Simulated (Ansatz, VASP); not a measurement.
**NaI: VASP beside Ansatz**

```
Na I
1.0
     0.00000    3.54319    3.54319
     3.54319    0.00000    3.54319
     3.54319    3.54319    0.00000
Na I
1 1
Direct
  0.00000 0.00000 0.00000
  0.25000 0.25000 0.25000
```

Alike in both runs: task single point; functional PBEsol; k mesh 4 × 4 × 4; occupations gaussian, width 0.2 eV; no spin polarisation.

|  | VASP | Ansatz |
| --- | --- | --- |
| version | VASP 6.6.1 | Ansatz 0.2.0 |
| potentials or method | VASP PAW PBE potentials, release 64 (Na_pv, I) | plane waves |
| plane-wave cutoff (eV) | 520 | 420 |
| valence electrons in the cell | 14 | 26 |

```tsv
	VASP	Ansatz	Ansatz less VASP
gap on the k mesh at the Fermi level (eV)	3.72	3.73	+0.005
pressure (GPa)	-0.1	-0.1	-0.02
```

VASP's potentials were made for PBE, not for PBEsol. The functional is the same, so the differences come from potentials, cutoffs and numerics. VASP's potentials hold 14 valence electrons a cell and Ansatz's 26, so a difference there can come from the potentials and not from the codes.

Spin-orbit coupling is off throughout.
